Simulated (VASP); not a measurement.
Write the native input for VASP 6.6.1 that does the following.

```
Task                   : single point
Functional             : r2SCAN
Potentials or basis    : VASP PAW PBE potentials, release 64 (Pd, Ba_sv, Br)
Cutoff                 : 520 eV
k mesh                 : 3 × 3 × 3, shifted
Occupations            : fermi-dirac, width 0.1 eV
Spin                   : no spin polarisation
Dipole correction      : no
Further INCAR settings : ALGO = Normal; EDIFF = 1e-06; NBANDS = 46; ISYM = 0
```

Crystal: Ba2PdBr6.

```
Pd Ba Br
1.0
     0.00000    4.95341    4.95341
     4.95341    0.00000    4.95341
     4.95341    4.95341    0.00000
Pd Ba Br
1 2 6
Direct
  0.00000 0.00000 0.00000
  0.25000 0.25000 0.25000
  0.75000 0.75000 0.75000
  0.75000 0.25000 0.25000
  0.25000 0.75000 0.25000
  0.25000 0.75000 0.75000
  0.75000 0.25000 0.75000
  0.25000 0.25000 0.75000
  0.75000 0.75000 0.25000
```

The input as run:

POSCAR

```
Ba2PdBr6
1.0
    0.0000000000      4.9534050000      4.9534050000
    4.9534050000      0.0000000000      4.9534050000
    4.9534050000      4.9534050000      0.0000000000
Pd Ba Br
1 2 6
Direct
    0.0000000000      0.0000000000      0.0000000000
    0.2500000000      0.2500000000      0.2500000000
    0.7500000000      0.7500000000      0.7500000000
    0.7500000000      0.2500000000      0.2500000000
    0.2500000000      0.7500000000      0.2500000000
    0.2500000000      0.7500000000      0.7500000000
    0.7500000000      0.2500000000      0.7500000000
    0.2500000000      0.2500000000      0.7500000000
    0.7500000000      0.7500000000      0.2500000000
```

INCAR.step1

```
  PREC = Accurate
  ENCUT = 520
  ISMEAR = -1
  SIGMA = 0.1
  LREAL = F
  LASPH = T
  NELM = 100
  NBANDS = 46
  ISYM = 0
  GGA = PE
  ALGO = Normal
  EDIFF = 1E-4
  LWAVE = T
  LCHARG = F
```

INCAR.step2

```
  PREC = Accurate
  ENCUT = 520
  EDIFF = 1E-6
  ISMEAR = -1
  SIGMA = 0.1
  LREAL = F
  LASPH = T
  NELM = 100
  ALGO = Normal
  ISIF = 2
  LWAVE = F
  LCHARG = T
  METAGGA = R2SCAN
  LMIXTAU = T
  LELF = T
  LVHAR = T
  NBANDS = 46
  ISYM = 0
  ISTART = 1
```

KPOINTS

```
Automatic mesh
0
Gamma
  3 3 3
  0.5 0.5 0.5
```

Potentials or basis: VASP PAW PBE potentials, release 64 (Pd, Ba_sv, Br).

Run with:

```bash
$ cat potpaw_PBE.64/Pd/POTCAR potpaw_PBE.64/Ba_sv/POTCAR potpaw_PBE.64/Br/POTCAR > POTCAR
$ cp INCAR.step1 INCAR
$ mpirun -np 1 vasp_std > vasp.out
$ cp INCAR.step2 INCAR
$ mpirun -np 1 vasp_std > vasp.out
```

Results of the run:

The pressure is 6.5 GPa and the band gap on the k mesh is zero (bands 36 and 37 overlap by 0.32 eV).

Caveat: the k points lie up to 0.37 Å⁻¹ apart; the PAW data sets were made with another functional, which shifts forces and pressure a little; spin-orbit coupling is left out, which moves the levels of the heavy elements.

Wall time 60 min on 1 thread of Intel(R) Xeon(R) Platinum 8259CL CPU @ 2.50GHz (Skylake/Cascade Lake), on a shared host, peak memory 0.8 GiB.
